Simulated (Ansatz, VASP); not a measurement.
## C in VASP and in Ansatz

```
C
1.0
    -2.42911    2.42911    2.42911
     2.42911   -2.42911    2.42911
     2.42911    2.42911   -2.42911
C
8
Direct
  0.30025 0.96219 0.96219
  0.69975 0.66194 0.66194
  0.00000 0.33806 0.03781
  0.00000 0.03781 0.33806
  0.00000 0.68715 0.03781
  0.35066 0.31285 0.31285
  0.64934 0.96219 0.96219
  0.00000 0.03781 0.68715
```

Change from the starting cell: mode 4 (716.0 1/cm) frozen in, largest displacement -0.150 Å.

Alike in both runs: task single point; functional r2SCAN; k mesh 8 × 8 × 8; occupations gaussian, width 0.05 eV; no spin polarisation.

```csv
,VASP,Ansatz
version,VASP 6.6.1,Ansatz 0.2.0
potentials or method,"VASP PAW PBE potentials, release 64 (C), cutoff 520 eV","scalar-relativistic, plane waves, PAW"
valence electrons in the cell,32,32
```

```csv
,VASP,Ansatz,Ansatz less VASP
gap on the k mesh at the Fermi level (eV),2.76,2.77,+0.010
least direct gap on the mesh (eV),3.70,3.73,+0.033
pressure (GPa),-3.1,-3.9,-0.80
"traceless stress, the component that is largest in VASP (GPa)",-7.80,-7.87,-0.072
rms of the force components (eV/Å),1.875,1.888,+0.0132
```

VASP's potentials were made for PBE, not for r2SCAN. Atom by atom the forces differ by 0.022 eV/Å (rms over components).
